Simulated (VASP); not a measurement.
# LiSb2 (R-3m) in VASP: a series of runs, part 2 of 2

VASP 6.6.1. The steps go on from the part before.

## Step 4: Relaxation of cell and atoms, PBE+D3(BJ)

This run uses another cell than the first one, of 34.35 Å³/atom, 1.454 times its volume.

The input, INCAR:

```
PREC     = Accurate       # precision mode
ENCUT    = 600            # plane-wave cutoff, eV
EDIFF    = 1E-7           # SCF threshold, eV
ISMEAR   = 0              # smearing method
SIGMA    = 0.1            # smearing width, eV
LREAL    = F              # projectors in reciprocal space
LASPH    = T              # aspherical terms in the spheres
NELM     = 80             # most SCF steps
ALGO     = Normal         # electronic algorithm
ISIF     = 3              # what is computed and relaxed
LWAVE    = F              # write WAVECAR
LCHARG   = F              # write CHGCAR
GGA      = PE             # functional
IVDW     = 12             # dispersion correction
IBRION   = 2              # ionic algorithm
NSW      = 90             # ionic steps
EDIFFG   = -0.04          # ionic threshold
```

The input, KPOINTS:

```
Automatic mesh
0
Gamma
  6 6 6
```

The input, POSCAR:

```
LiSb2
1.0
    2.0797500000      1.2007442200      6.8783680100
   -2.0797500000      1.2007442200      6.8783680100
    0.0000000000     -2.4014884400      6.8783680100
Li Sb
1 2
Direct
    0.5000000000      0.5000000000      0.5000000000
    0.7503055300      0.7503055300      0.7503055300
    0.2496944700      0.2496944700      0.2496944700
```

Potentials or basis: VASP PAW PBE potentials, release 64 (Li_sv, Sb).

The run is started by

```sh
> cat potpaw_PBE.64/Li_sv/POTCAR potpaw_PBE.64/Sb/POTCAR > POTCAR
> mpirun -np 1 vasp_std > vasp.out
```

OUTCAR:

```text
PREC = Accurate
   ENCUT = 600
   EDIFF = 1E-7
   ISMEAR = 0
   LREAL = F
   LASPH = T
   NELM = 80
   ISIF = 3
   GGA = PE
   IVDW = 12
   IBRION = 2
   NSW = 90
   EDIFFG = -0.04
 IVDW          = 12

 ion  position               nearest neighbor table
   1  0.500  0.500  0.500-   3 2.95   2 2.95   3 2.95   3 2.95   2 2.95   2 2.95
   2  0.750  0.750  0.750-   1 2.95   1 2.95   1 2.95
   3  0.250  0.250  0.250-   1 2.95   1 2.95   1 2.95

  LATTYP: Found a trigonal (rhomboedric) cell.
 ALAT       =     7.2855400092
 COS(alpha) =     0.8370220820

  Lattice vectors:

 A1 = (   2.0797500000,   1.2007442200,   6.8783680100)
 A2 = (  -2.0797500000,   1.2007442200,   6.8783680100)
 A3 = (   0.0000000000,  -2.4014884400,   6.8783680100)

Analysis of symmetry for initial positions (statically):
=====================================================================
 Subroutine PRICEL returns:
 Original cell was already a primitive cell.

 Routine SETGRP: Setting up the symmetry group for a
 trigonal (rhombohedral) supercell.

 Subroutine GETGRP returns: Found 12 space group operations
 (whereof 12 operations were pure point group operations)
 out of a pool of 12 trial point group operations.

The static configuration has the point symmetry D_3d.

Analysis of symmetry for dynamics (positions and initial velocities):
=====================================================================
 Subroutine PRICEL returns:
 Original cell was already a primitive cell.

 Routine SETGRP: Setting up the symmetry group for a
 trigonal (rhombohedral) supercell.

 Subroutine GETGRP returns: Found 12 space group operations
 (whereof 12 operations were pure point group operations)
 out of a pool of 12 trial point group operations.

The dynamic configuration has the point symmetry D_3d.

 Subroutine INISYM returns: Found 12 space group operations
 (whereof 12 operations are pure point group operations),
 and found     1 'primitive' translations

----------------------------------------------------------------------------------------

                                     Primitive cell

  volume of cell :     103.0619

  direct lattice vectors                    reciprocal lattice vectors
     2.079750000  1.200744220  6.878368010     0.240413511  0.138802806  0.048461108
    -2.079750000  1.200744220  6.878368010    -0.240413511  0.138802806  0.048461108
     0.000000000 -2.401488440  6.878368010     0.000000000 -0.277605611  0.048461108

  length of vectors
     7.285540009  7.285540009  7.285540008     0.281803751  0.281803751  0.281803752

  position of ions in fractional coordinates (direct lattice)
     0.500000000  0.500000000  0.500000000
     0.750305530  0.750305530  0.750305530
     0.249694470  0.249694470  0.249694470

  ion indices of the primitive-cell ions
   primitive index   ion index
                 1           1
                 2           2
                 3           3

----------------------------------------------------------------------------------------

 KPOINTS: Automatic mesh

Automatic generation of k-mesh.
 Grid dimensions read from file:
 generate k-points for:    6    6    6

 Generating k-lattice:

  Cartesian coordinates                     Fractional coordinates (reciprocal lattice)
     0.040068919  0.023133801  0.008076851     0.166666667  0.000000000  0.000000000
    -0.040068919  0.023133801  0.008076851     0.000000000  0.166666667  0.000000000
     0.000000000 -0.046267602  0.008076851     0.000000000  0.000000000  0.166666667

  Length of vectors
     0.046967292  0.046967292  0.046967292

  Shift w.r.t. Gamma in fractional coordinates (k-lattice)
     0.000000000  0.000000000  0.000000000

 Subroutine IBZKPT returns following result:
 ===========================================

 Found     32 irreducible k-points:

 Following reciprocal coordinates:
            Coordinates               Weight
  0.000000  0.000000  0.000000      1.000000
  0.166667 -0.000000  0.000000      6.000000
  0.333333  0.000000  0.000000      6.000000
  0.500000  0.000000  0.000000      3.000000
  0.166667  0.166667  0.000000      6.000000
  0.333333  0.166667  0.000000     12.000000
[... 16 lines left out ...]
  0.500000  0.500000  0.166667      6.000000
 -0.333333  0.500000  0.166667     12.000000
 [... further k-points ...]
   k-points           NKPTS =     32   k-points in BZ     NKDIM =     32   number of bands    NBANDS=     10
   number of dos      NEDOS =    301   number of ions     NIONS =      3
   total plane-waves  NPLWV = 216000
   dimension x,y,z NGX =    60 NGY =   60 NGZ =   60
   dimension x,y,z NGXF=   120 NGYF=  120 NGZF=  120
   ions per type =               1   2
   NGX,Y,Z   is equivalent  to a cutoff of  13.69, 13.69, 13.69 a.u.
   NGXF,Y,Z  is equivalent  to a cutoff of  27.38, 27.38, 27.38 a.u.
 SYSTEM =  unknown system
   PREC   = accura    normal or accurate (medium, high low for compatibility)
   ISTART =      0    job   : 0-new  1-cont  2-samecut
   ICHARG =      2    charge: 1-file 2-atom 10-const
   ISPIN  =      1    spin polarized calculation?
   LNONCOLLINEAR =      F non collinear calculations
   LSORBIT =      F    spin-orbit coupling
   LASPH  =      T    aspherical Exc in radial PAW
   ENCUT  =  600.0 eV  44.10 Ry    6.64 a.u.  14.55 14.55 14.55*2*pi/ulx,y,z
   NELM   =     80;   NELMIN=  2; NELMDL= -5     # of ELM steps
   EDIFF  = 0.1E-06   stopping-criterion for ELM
   LREAL  =      F    real-space projection
   EDIFFG = -.4E-01   stopping-criterion for IOM
   NSW    =     90    number of steps for IOM
   IBRION =      2    ionic relax: 0-MD 1-quasi-New 2-CG
   NFREE  =      1    steps in history (QN), initial steepest desc. (CG)
   ISIF   =      3    stress and relaxation
   ISYM   =      2    0-nonsym 1-usesym 2-fastsym
   POTIM  = 0.5000    time-step for ionic-motion
   TEBEG  =    0.0;   TEEND  =   0.0 temperature during run
   PSTRESS=    0.0 pullay stress
   NELECT =      13.0000    total number of electrons
   NUPDOWN=      -1.0000    fix difference up-down
   EMIN   =  10.00;   EMAX   =-10.00  energy-range for DOS
   EFERMI =   0.00;   METHOD = LEGACY
   ISMEAR =     0;   SIGMA  =   0.10  broadening in eV -4-tet -1-fermi 0-gaus
   EFERMI_NEDOS =   21; number of points for ismear=-14 and -15
   IALGO  =     38    algorithm
   IMIX   =      4    mixing-type and parameters
     AMIX     =   0.40;   BMIX     =  1.00
     AMIX_MAG =   1.60;   BMIX_MAG =  1.00
  volume/ion in A,a.u.               =      34.35       231.83
  Fermi-wavevector in a.u.,A,eV,Ry     =   0.821025  1.551513  9.171449  0.674082
  Thomas-Fermi vector in A             =   1.932111
   LORBIT       =      0    0 simple, 1 ext, 2 COOP (PROOUT), +10 PAW based schemes
   GGA     = PE    functional components
   LHFCALC =     F    Hartree Fock is set to
   AEXX    =    0.0000 exact exchange contribution
   IVDW    =    12    specifies the selected vdW correction
   LEPSILON=     F    determine dielectric tensor
   LRPA    =     F    only Hartree local field effects (RPA)
 conjugate gradient relaxation of ions
 non-spin polarized calculation
 Gauss-broadening in eV      SIGMA  =   0.10
  energy-cutoff  :      600.00
  volume of cell :      103.06
 maximum number of plane-waves:      3472
 NGX is ok and might be reduce to    60
   NGX = 29   NGY = 29   NGZ = 29

--------------------------------------- Ionic step        1  -------------------------------------------

 number of electron      13.0000002 magnetization

 Free energy of the ion-electron system (eV)
  ---------------------------------------------------
  ext. energy  EPLUGINS =         0.00000000
  ---------------------------------------------------
  free energy    TOTEN  =        -8.66727982 eV

  energy without entropy =       -8.64794079  energy(sigma->0) =       -8.65761030

 E-fermi :   2.8704     XC(G=0):  -8.0661

 val. band max:        2.8671559716   @ k =   0.3333   0.3333   0.0000
 cond. band min:       2.8869065161   @ k =   0.5000   0.1667   0.0000
 fundamental gap:      0.0197505445
 Fermi energy:         2.8703750230
[... 740 lines left out ...]
 k-point    24 :      -0.3333    0.5000    0.1667
  band No.  band energies     occupation
      1     -38.4822      2.00000
      2      -2.1905      2.00000
      3      -0.1659      2.00000
      4       2.7906      2.00000
      5       4.1463      2.00000
      6       5.6042      2.00000
      7       8.2800      0.91956
      8       8.8529      0.00000
      9      10.0277      0.00000
     10      12.1863      0.00000

 [... further k-points ...]

[... ionic steps 4 to 21 ...]

--------------------------------------- Ionic step       22  -------------------------------------------

 number of electron      12.9999999 magnetization

------------------------ aborting loop because EDIFF is reached ----------------------------------------
[... 77 lines left out ...]
--------------------------------------- Ionic step       24  -------------------------------------------

 number of electron      12.9999999 magnetization

 Free energy of the ion-electron system (eV)
  ---------------------------------------------------
  ext. energy  EPLUGINS =         0.00000000
  ---------------------------------------------------
  free energy    TOTEN  =       -10.22471870 eV

  energy without entropy =      -10.21843581  energy(sigma->0) =      -10.22157726

 E-fermi :   6.8807     XC(G=0):  -9.5089

 val. band max:        6.8794197025   @ k =  -0.3333   0.1667   0.1667
 cond. band min:       6.9584448047   @ k =   0.5000   0.1667   0.0000
 fundamental gap:      0.0790251022
 Fermi energy:         6.8807268222
[... 346 lines left out ...]
  FREE ENERGIE OF THE ION-ELECTRON SYSTEM (eV)
  ---------------------------------------------------
  free  energy   TOTEN  =       -11.4533671405 eV

  energy  without entropy=      -11.4470842484  energy(sigma->0) =      -11.45022569

 reached required accuracy - stopping structural energy minimisation
```

It took 22 min on 1 thread of Intel Xeon Platinum 8375C at 2.90GHz (Ice Lake), shared host; peak memory 0.57 GiB.

Results:

```
Free energy                            : -11.4534 eV
Relaxed volume                         : 23.50 Å³/atom
Relaxed cell                           : a = 6.497 Å, b = 6.497 Å, c = 6.497 Å, α = 32.52°, β = 32.52°, γ = 32.52°
Space group after relaxing (to 0.05 Å) : R-3m (No. 166)
Energy gained by relaxing              : 646.4 meV/atom
Ionic steps                            : 24
Pressure after relaxing                : 0.1 GPa
Largest force after relaxing           : 0.029 eV/Å
Dispersion energy per atom             : -0.410 eV
```

Forces in eV/Å, atoms in the order of the input:
```
Li   0.000  0.000  0.000
Sb   0.000  0.000 -0.029
Sb   0.000  0.000  0.029
```

Stress tensor (GPa, compression positive):
```
0.02 0.00 0.00
0.00 0.02 0.00
0.00 0.00 0.19
```

The path:
| step | energy change (eV) | largest force (eV/Å) | pressure (GPa) | volume (Å³) |
| --- | --- | --- | --- | --- |
| 1 | 0.0000 | 0.0810 | -7.15 | 103.06 |
| 2 | -0.8382 | 0.4373 | -4.72 | 81.85 |
| 3 | -1.0236 | 0.8548 | -1.18 | 72.31 |
| 4 | -1.0306 | 0.9897 | 0.15 | 69.90 |
| 5 | -1.0308 | 0.9553 | -0.19 | 70.48 |
| 6 | -1.1416 | 1.1562 | -0.03 | 68.85 |
| 7 | -1.4839 | 1.2816 | 2.29 | 64.09 |
| 8 | -0.7826 | 3.5986 | 26.20 | 55.25 |
| 9 | -1.5426 | 1.2062 | 3.67 | 62.63 |
| 10 | -1.5896 | 0.2120 | 10.32 | 58.86 |
| 11 | -1.6194 | 0.7704 | 6.75 | 60.45 |
| 12 | -1.6720 | 0.5618 | 6.68 | 60.86 |
| 13 | -1.7630 | 0.0067 | 7.08 | 61.88 |
| 14 | -1.5946 | 1.6383 | 10.82 | 63.97 |
| 15 | -1.7661 | 0.5927 | 7.59 | 62.37 |
| 16 | -1.8498 | 0.5087 | 5.06 | 64.77 |
| 17 | -1.9265 | 0.3414 | 0.90 | 70.00 |
| 18 | -1.9280 | 0.3073 | 0.36 | 70.87 |
| 19 | -1.9280 | 0.2996 | 0.25 | 71.04 |
| 20 | -1.9339 | 0.1915 | 0.09 | 70.95 |
| 21 | -1.9381 | 0.0273 | -0.08 | 70.83 |
| 22 | -1.9386 | 0.0506 | -0.16 | 70.78 |
| 23 | -1.9389 | 0.0413 | -0.06 | 70.65 |
| 24 | -1.9391 | 0.0285 | 0.08 | 70.49 |

Final structure:
```xyz
3
Lattice="1.8193 1.0504 6.1480 -1.8193 1.0504 6.1480 0.0000 -2.1008 6.1480" Properties=species:S:1:pos:R:3 pbc="T T T"
Li    0.0000    0.0000    9.2220
Sb    0.0000    0.0000   13.3584
Sb    0.0000    0.0000    5.0856
```

Caveat: the cutoff is under 1.25 times the usual one of these potentials, so pressure, stress and relaxed cells hold a basis-set (Pulay) error; the volume moved by over 15 % at a fixed basis, so the end points are rough; spin-orbit coupling is left out, which moves the levels of the heavy elements; pairwise dispersion overbinds metals, which lowers pressure and volume.

## Step 5: The runs side by side

| task | cell | cutoff (eV) | gap on the mesh (eV) | largest force (eV/Å) |
| --- | --- | --- | --- | --- |
| single point | a = 6.524 Å, angles 32.4°, 3 atoms | 520 | none | 0.01 |
| single point | a = 7.286 Å, angles 33.2°, 3 atoms | 520 | none | 0.08 |
| relaxation of cell and atoms | relaxed from a = 7.286 Å, angles 33.2°, 3 atoms | 600 | none | 0.03 |

Alike in all rows: level PBE+D3(BJ); potentials or basis VASP PAW PBE potentials, release 64 (Li_sv, Sb); no spin polarisation; k mesh 6 × 6 × 6; smearing gaussian 0.1 eV.

Caveats: the cutoff is under 1.25 times the usual one of these potentials, so pressure, stress and relaxed cells hold a basis-set (Pulay) error; spin-orbit coupling is left out, which moves the levels of the heavy elements; pairwise dispersion overbinds metals, which lowers pressure and volume; the volume moved by over 15 % at a fixed basis, so the end points are rough (some runs).

Absolute energies hang on the potentials; compare differences alone.
